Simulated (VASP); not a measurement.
# MgMn3NiO8 (R-3m) in VASP: electric field gradients with PBE

Aim: the electric field gradients of MgMn3NiO8 with PBE.

All numbers are computed with VASP 6.6.1; they aren't measurements. Logs are shortened: lines on timing, memory, paths and dates and some standing lists are left out, and cuts for length are marked.

## Step 1: The cell of the first run

Symmetry: R-3m, No. 166, trigonal system. The conventional cell has a = 5.899 Å, b = 5.899 Å, c = 14.582 Å, α = 90.00°, β = 90.00°, γ = 120.00°. Mg (site symmetry -3m) has 6 O at 2.09 Å within 2.8 Å. Mn (site symmetry 2/m) has 6 O at 1.94 to 1.97 Å within 2.6 Å. Ni (site symmetry -3m) has 6 O at 2.12 Å within 2.8 Å. O (site symmetry m) has 2 Mn at 1.94 Å and 1 Mg at 2.09 Å and 1 Ni at 2.12 Å and 1 O at 2.55 Å within 2.6 Å. O (site symmetry 3m) has 3 Mn at 1.97 Å and 3 O at 2.55 Å within 2.6 Å.

## Step 2: Electric field gradients, PBE, collinear spin, ferromagnetic start

INCAR

```
SYSTEM = MgMn3NiO8
  PREC = Accurate
  ENCUT = 520
  EDIFF = 1E-8
  ISMEAR = -1
  SIGMA = 0.02
  LREAL = .FALSE.
  LASPH = .TRUE.
  NELM = 150
  ALGO = Normal
  ISIF = 2
  LWAVE = .FALSE.
  LCHARG = .FALSE.
  ISPIN = 2
  MAGMOM = 0 3 3 3 2 0 0 0 0 0 0 0 0
  LORBIT = 11
  LMAXMIX = 4
  GGA = PE
  LEFG = .TRUE.
  NELECT = 100.0
  NBANDS = 66
```

KPOINTS

```
regular mesh
0
G
  4 4 4
  0 0 0
```

POSCAR

```
MgMn3NiO8
1.0
    2.9493985993      1.7028360753      4.8606095330
   -2.9493985993      1.7028360753      4.8606095330
    0.0000000000     -3.4056721505      4.8606095330
Mg Mn Ni O
1 3 1 8
Direct
    0.0000000000      0.0000000000      0.0000000000
    0.0000000000      0.5000000000      0.5000000000
    0.5000000000      0.5000000000      0.0000000000
    0.5000000000      0.0000000000      0.5000000000
    0.5000000000      0.5000000000      0.5000000000
    0.2487455000      0.2487455000      0.7124270000
    0.2487455000      0.7124270000      0.2487455000
    0.7124270000      0.2487455000      0.2487455000
    0.2659303300      0.2659303300      0.2659303300
    0.7340696700      0.7340696700      0.7340696700
    0.2875730000      0.7512545000      0.7512545000
    0.7512545000      0.2875730000      0.7512545000
    0.7512545000      0.7512545000      0.2875730000
```

Potentials or basis: VASP PAW PBE potentials, release 64 (Mg, Mn_pv, Ni, O).

Run with:

```sh
> cat potpaw_PBE.64/Mg/POTCAR potpaw_PBE.64/Mn_pv/POTCAR potpaw_PBE.64/Ni/POTCAR potpaw_PBE.64/O/POTCAR > POTCAR
> mpirun -np 1 vasp_std > vasp.out
```

OUTCAR:

```text
SYSTEM = MgMn3NiO8
   PREC = Accurate
   ENCUT = 520
   EDIFF = 1E-8
   ISMEAR = -1
   LREAL = .FALSE.
   LASPH = .TRUE.
   NELM = 150
   ISIF = 2
   ISPIN = 2
   LORBIT = 11
   GGA = PE
   NELECT = 100.0

 ion  position               nearest neighbor table
   1  0.000  0.000  0.000-   7 2.09   8 2.09  11 2.09  12 2.09   6 2.09  13 2.09   3 2.95   3 2.95
                             2 2.95   2 2.95   4 2.95   4 2.95
   2  0.000  0.500  0.500-   6 1.94  13 1.94  12 1.94   7 1.94   9 1.97  10 1.97   4 2.95   4 2.95
                             1 2.95   1 2.95   3 2.95   3 2.95   5 2.97   5 2.97
   3  0.500  0.500  0.000-   7 1.94   8 1.94  11 1.94  12 1.94   9 1.97  10 1.97   1 2.95   1 2.95
                             2 2.95   4 2.95   4 2.95   2 2.95   5 2.97   5 2.97
   4  0.500  0.000  0.500-   6 1.94  13 1.94  11 1.94   8 1.94   9 1.97  10 1.97   2 2.95   2 2.95
                             1 2.95   3 2.95   1 2.95   3 2.95   5 2.97   5 2.97
   5  0.500  0.500  0.500-   7 2.12   8 2.12  11 2.12  12 2.12   6 2.12  13 2.12   3 2.97   3 2.97
                             4 2.97   2 2.97   4 2.97   2 2.97
   6  0.249  0.249  0.712-   2 1.94   4 1.94   1 2.09   5 2.12
   7  0.249  0.712  0.249-   3 1.94   2 1.94   1 2.09   5 2.12
   8  0.712  0.249  0.249-   3 1.94   4 1.94   1 2.09   5 2.12
   9  0.266  0.266  0.266-   2 1.97   4 1.97   3 1.97
  10  0.734  0.734  0.734-   2 1.97   4 1.97   3 1.97
  11  0.288  0.751  0.751-   3 1.94   4 1.94   1 2.09   5 2.12
  12  0.751  0.288  0.751-   3 1.94   2 1.94   1 2.09   5 2.12
  13  0.751  0.751  0.288-   2 1.94   4 1.94   1 2.09   5 2.12

  LATTYP: Found a trigonal (rhomboedric) cell.
 ALAT       =     5.9349918137
 COS(alpha) =     0.5060799155

  Lattice vectors:

 A1 = (   2.9493985993,   1.7028360753,   4.8606095330)
 A2 = (  -2.9493985993,   1.7028360753,   4.8606095330)
 A3 = (   0.0000000000,  -3.4056721505,   4.8606095330)

Analysis of symmetry for initial positions (statically):
=====================================================================
 Subroutine PRICEL returns:
 Original cell was already a primitive cell.

 Routine SETGRP: Setting up the symmetry group for a
 trigonal (rhombohedral) supercell.

 Subroutine GETGRP returns: Found 12 space group operations
 (whereof 12 operations were pure point group operations)
 out of a pool of 12 trial point group operations.

The static configuration has the point symmetry D_3d.

Analysis of symmetry for dynamics (positions and initial velocities):
=====================================================================
 Subroutine PRICEL returns:
 Original cell was already a primitive cell.

 Routine SETGRP: Setting up the symmetry group for a
 trigonal (rhombohedral) supercell.

 Subroutine GETGRP returns: Found 12 space group operations
 (whereof 12 operations were pure point group operations)
 out of a pool of 12 trial point group operations.

The dynamic configuration has the point symmetry D_3d.

Analysis of structural, dynamic, and magnetic symmetry:
=====================================================================
 Subroutine PRICEL returns:
 Original cell was already a primitive cell.

 Routine SETGRP: Setting up the symmetry group for a
 trigonal (rhombohedral) supercell.

 Subroutine GETGRP returns: Found 12 space group operations
 (whereof 12 operations were pure point group operations)
 out of a pool of 12 trial point group operations.

The overall configuration has the point symmetry D_3d.

 Subroutine INISYM returns: Found 12 space group operations
 (whereof 12 operations are pure point group operations),
 and found     1 'primitive' translations

----------------------------------------------------------------------------------------

                                     Primitive cell

  volume of cell :     146.4699

  direct lattice vectors                    reciprocal lattice vectors
     2.949398599  1.702836075  4.860609533     0.169526086  0.097875931  0.068578505
[... 1854 lines left out ...]
  -------------------------------------------------------------------------------------
  Total        3.5510540      3.5510540      7.8734020      0.0000000      0.0000000      0.0000000
  in kB       38.8436077     38.8436077     86.1241025      0.0000000      0.0000000      0.0000000
  external PRESSURE =      54.6037727 kB  Pullay stress =       0.0000000 kB

 VOLUME and BASIS-vectors are now :
 -----------------------------------------------------------------------------
  energy-cutoff  :      520.00
  volume of cell :      146.47
      direct lattice vectors                 reciprocal lattice vectors
     2.949398599  1.702836075  4.860609533     0.169526086  0.097875931  0.068578505
    -2.949398599  1.702836075  4.860609533    -0.169526086  0.097875931  0.068578505
     0.000000000 -3.405672151  4.860609533     0.000000000 -0.195751863  0.068578505

 POSITION                                       TOTAL-FORCE (eV/Angst)
 -----------------------------------------------------------------------------------
      0.00000      0.00000      0.00000         0.000000      0.000000      0.000000
     -1.47470     -0.85142      4.86061         0.000000      0.000000      0.000000
      0.00000      1.70284      4.86061         0.000000      0.000000      0.000000
      1.47470     -0.85142      4.86061         0.000000     -0.000000      0.000000
      0.00000      0.00000      7.29091         0.000000      0.000000      0.000000
      0.00000     -1.57915      5.88094         0.000000      0.114087      0.059511
     -1.36758      0.78957      5.88094         0.098802     -0.057044      0.059511
      1.36758      0.78957      5.88094        -0.098802     -0.057044      0.059511
      0.00000      0.00000      3.87775         0.000000      0.000000      0.159649
      0.00000      0.00000     10.70408         0.000000     -0.000000     -0.159649
     -1.36758     -0.78957      8.70089         0.098802      0.057044     -0.059511
      1.36758     -0.78957      8.70089        -0.098802      0.057044     -0.059511
      0.00000      1.57915      8.70089         0.000000     -0.114087     -0.059511
 -----------------------------------------------------------------------------------
    total drift:                                0.000000      0.000000     -0.000000

  FREE ENERGIE OF THE ION-ELECTRON SYSTEM (eV)
  ---------------------------------------------------
  free  energy   TOTEN  =       -91.2233092669 eV

  energy  without entropy=      -91.2180511750  energy(sigma->0) =      -91.22068022

 Electric field gradients (V/A^2)
---------------------------------------------------------------------
 ion       V_xx      V_yy      V_zz      V_xy      V_xz      V_yz
---------------------------------------------------------------------
   1      -4.478    -4.478     8.956     0.000    -0.000    -0.000
   2       3.613    -0.833    -2.780     3.851    -2.187    -1.263
   3      -3.056     5.836    -2.780     0.000    -0.000     2.526
   4       3.613    -0.833    -2.780    -3.851     2.187    -1.263
   5       8.209     8.209   -16.417     0.000    -0.000    -0.000
   6      24.241   -21.551    -2.690    -0.000     0.000     7.056
   7     -10.103    12.793    -2.690    19.829     6.111    -3.528
   8     -10.103    12.793    -2.690   -19.829    -6.111    -3.528
   9      17.041    17.041   -34.082    -0.000     0.000    -0.000
  10      17.041    17.041   -34.082     0.000     0.000    -0.000
  11     -10.103    12.793    -2.690   -19.829    -6.111    -3.528
  12     -10.103    12.793    -2.690    19.829     6.111    -3.528
  13      24.241   -21.551    -2.690     0.000    -0.000     7.056
---------------------------------------------------------------------

 Electric field gradients after diagonalization (V/A^2)
 (convention: |V_zz| > |V_xx| > |V_yy|)
----------------------------------------------------------------------
 ion       V_xx      V_yy      V_zz     asymmetry (V_yy - V_xx)/ V_zz
----------------------------------------------------------------------
   1      -4.478    -4.478     8.956       0.000
   2      -3.466    -3.056     6.522       0.063
   3      -3.466    -3.056     6.522       0.063
   4      -3.466    -3.056     6.522       0.063
   5       8.209     8.209   -16.417       0.000
   6     -23.899    -0.342    24.241       0.972
   7     -23.899    -0.342    24.241       0.972
   8     -23.899    -0.342    24.241       0.972
   9      17.041    17.041   -34.082       0.000
  10      17.041    17.041   -34.082       0.000
  11     -23.899    -0.342    24.241       0.972
  12     -23.899    -0.342    24.241       0.972
  13     -23.899    -0.342    24.241       0.972
----------------------------------------------------------------------

           NMR quadrupolar parameters

 Cq : quadrupolar parameter    Cq=e*Q*V_zz/h
 eta: asymmetry parameters     (V_yy - V_xx)/ V_zz
 Q  : nuclear electric quadrupole moment in mb (millibarn)
----------------------------------------------------------------------
 ion       Cq(MHz)       eta       Q (mb)
----------------------------------------------------------------------
   1       0.022       0.000       1.000
   2       0.016       0.063       1.000
   3       0.016       0.063       1.000
   4       0.016       0.063       1.000
   5      -0.040       0.000       1.000
   6       0.059       0.972       1.000
   7       0.059       0.972       1.000
   8       0.059       0.972       1.000
   9      -0.082       0.000       1.000
  10      -0.082       0.000       1.000
  11       0.059       0.972       1.000
  12       0.059       0.972       1.000
  13       0.059       0.972       1.000
----------------------------------------------------------------------

 total charge

# of ion       s       p       d       tot
------------------------------------------
    1        0.143   0.165   0.076   0.384
    2        0.336   6.416   4.974  11.727
    3        0.336   6.416   4.974  11.727
    4        0.336   6.416   4.974  11.727
    5        0.314   0.371   8.212   8.897
    6        1.566   3.461   0.000   5.027
    7        1.566   3.461   0.000   5.027
    8        1.566   3.461   0.000   5.027
    9        1.576   3.406   0.000   4.982
   10        1.576   3.406   0.000   4.982
   11        1.566   3.461   0.000   5.027
   12        1.566   3.461   0.000   5.027
   13        1.566   3.461   0.000   5.027
--------------------------------------------------
tot         14.013  47.359  23.211  84.584

 magnetization (x)

# of ion       s       p       d       tot
------------------------------------------
    1        0.003  -0.004  -0.002  -0.003
    2        0.022   0.030   2.480   2.532
    3        0.022   0.030   2.480   2.532
    4        0.022   0.030   2.480   2.532
    5        0.010   0.003  -1.482  -1.469
    6       -0.004  -0.031   0.000  -0.035
    7       -0.004  -0.031   0.000  -0.035
    8       -0.004  -0.031   0.000  -0.035
    9        0.002   0.007   0.000   0.009
   10        0.002   0.007   0.000   0.009
   11       -0.004  -0.031   0.000  -0.035
   12       -0.004  -0.031   0.000  -0.035
   13       -0.004  -0.031   0.000  -0.035
--------------------------------------------------
tot          0.058  -0.085   5.957   5.930
```

Run time: 13 min. Hardware: 1 thread of Intel Xeon Platinum 8488C (Sapphire Rapids), shared host; peak memory 0.51 GiB.

What came out:

| Quantity | Value |
| --- | --- |
| Free energy | -91.2233 eV |
| Largest force | 0.160 eV/Å |
| Net moment | 6.07 μB per cell |
| Site moments | Mg -0.00; Mn +2.53; Ni -1.47; O -0.04, +0.01 μB |
| Valence electrons inside the program's atomic spheres | Mg 0.38; Mn 11.73; Ni 8.90; O 5.03, 4.98 |

Forces in eV/Å, atoms in the order of the input:
```
Mg   0.000  0.000  0.000
Mn   0.000  0.000  0.000
Mn   0.000  0.000  0.000
Mn   0.000  0.000  0.000
Ni   0.000  0.000  0.000
O    0.000  0.114  0.060
O    0.099 -0.057  0.060
O   -0.099 -0.057  0.060
O    0.000  0.000  0.160
O    0.000  0.000 -0.160
O    0.099  0.057 -0.060
O   -0.099  0.057 -0.060
O    0.000 -0.114 -0.060
```

Electric field gradients, principal values (V/Å²):
```tsv
atom	least	middle	greatest (by size)
1 Mg	-4.478	-4.478	8.956
2 Mn	-3.056	-3.466	6.522
3 Mn	-3.056	-3.466	6.522
4 Mn	-3.056	-3.466	6.522
5 Ni	8.209	8.209	-16.417
6 O	-0.342	-23.899	24.241
7 O	-0.342	-23.899	24.241
8 O	-0.342	-23.899	24.241
9 O	17.041	17.041	-34.082
10 O	17.041	17.041	-34.082
11 O	-0.342	-23.899	24.241
12 O	-0.342	-23.899	24.241
13 O	-0.342	-23.899	24.241
```

Caveat: the cell carries a net charge on a neutralising background, which shifts energy and pressure; the cell is charged against a uniform background, so pressure and absolute levels hang on convention; without QUAD_EFG the Cq values of the log hold for a quadrupole moment of 1 mb, not for the nuclei; only a ferromagnetic start was run, and an antiferromagnetic order may lie lower in energy.
